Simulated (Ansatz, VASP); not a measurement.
**Ru in VASP and in Ansatz**

INCAR

```
SYSTEM = Ru
PREC     = Accurate       ! precision mode
ENCUT    = 600            ! plane-wave cutoff, eV
EDIFF    = 1E-7           ! SCF threshold, eV
ISMEAR   = 0              ! smearing method
SIGMA    = 0.1            ! smearing width, eV
LREAL    = .False.        ! projectors in reciprocal space
LASPH    = .True.         ! aspherical terms in the spheres
NELM     = 100            ! most SCF steps
ALGO     = Normal         ! electronic algorithm
ISIF     = 3              ! what is computed and relaxed
LWAVE    = .False.        ! write WAVECAR
LCHARG   = .False.        ! write CHGCAR
GGA      = PE             ! functional
IBRION   = 2              ! ionic algorithm
NSW      = 90             ! ionic steps
EDIFFG   = -0.04          ! ionic threshold
```

KPOINTS

```
regular mesh
0
Gamma
  6 6 4
  0 0 0
```

Contents of POSCAR:

```
Ru
1.0
    4.1341743928      0.0000000000      0.0000000000
   -2.0670871964      3.5803000478      0.0000000000
    0.0000000000      0.0000000000      4.8204330188
Ru
4
Direct
    0.0000000000      0.0000000000      0.2500000000
    0.0000000000      0.0000000000      0.7500000000
    0.3333333333      0.6666666667      0.7500000000
    0.6666666667      0.3333333333      0.2500000000
```

Input for Ansatz:

```yaml
crystal:
  lattice:
    - [4.1341743928, 0.0, 0.0]
    - [-2.0670871964, 3.5803000478, 0.0]
    - [0.0, 0.0, 4.8204330188]
  atoms:
    - { symbol: Ru, position: [0.0, 0.0, 0.25] }
    - { symbol: Ru, position: [0.0, 0.0, 0.75] }
    - { symbol: Ru, position: [0.3333333333, 0.6666666667, 0.75] }
    - { symbol: Ru, position: [0.6666666667, 0.3333333333, 0.25] }
basis:
  ecutwfc: 420
kpoints:
  mp_grid: { grid: [6, 6, 4] }
hamiltonian:
  xc: pbe
scf:
  occupations: { method: gaussian, width: 0.1 }
  lower_state_search: "off"
output:
  forces: true
  stress: true
  eigenvalues: true
relax:
  adjacent_minimum: "off"
  f_tol: 0.04
  max_steps: 70
  cell: { stress_tol: 0.4 }
```

Alike in both runs: task relaxation of cell and atoms; functional PBE; k mesh 6 × 6 × 4; occupations gaussian, width 0.1 eV; no spin polarisation.

|  | VASP | Ansatz |
| --- | --- | --- |
| version | VASP 6.6.1 | Ansatz 0.2.0 |
| potentials or method | VASP PAW PBE potentials, release 64 (Ru_pv), cutoff 600 eV | scalar-relativistic, plane waves, PAW |
| valence electrons in the cell | 56 | 64 |

|  | VASP | Ansatz | Ansatz less VASP |
| --- | --- | --- | --- |
| gap on the k mesh at the Fermi level, each at its own relaxed structure (eV) | none | none | - |
| relaxed volume (Å³/atom) | 17.75 | 17.73 | -0.028 |
| relaxed cell length with the largest relative difference (Å) | 4.157 | 4.155 | -0.0025 |

A gap of «none» marks a metal or a gap that the smearing closes. VASP's potentials hold 56 valence electrons a cell and Ansatz's 64, so a difference there can come from the potentials and not from the codes.

Noted on VASP's run: too few bands were computed for a metal, which touches its energy and stress.
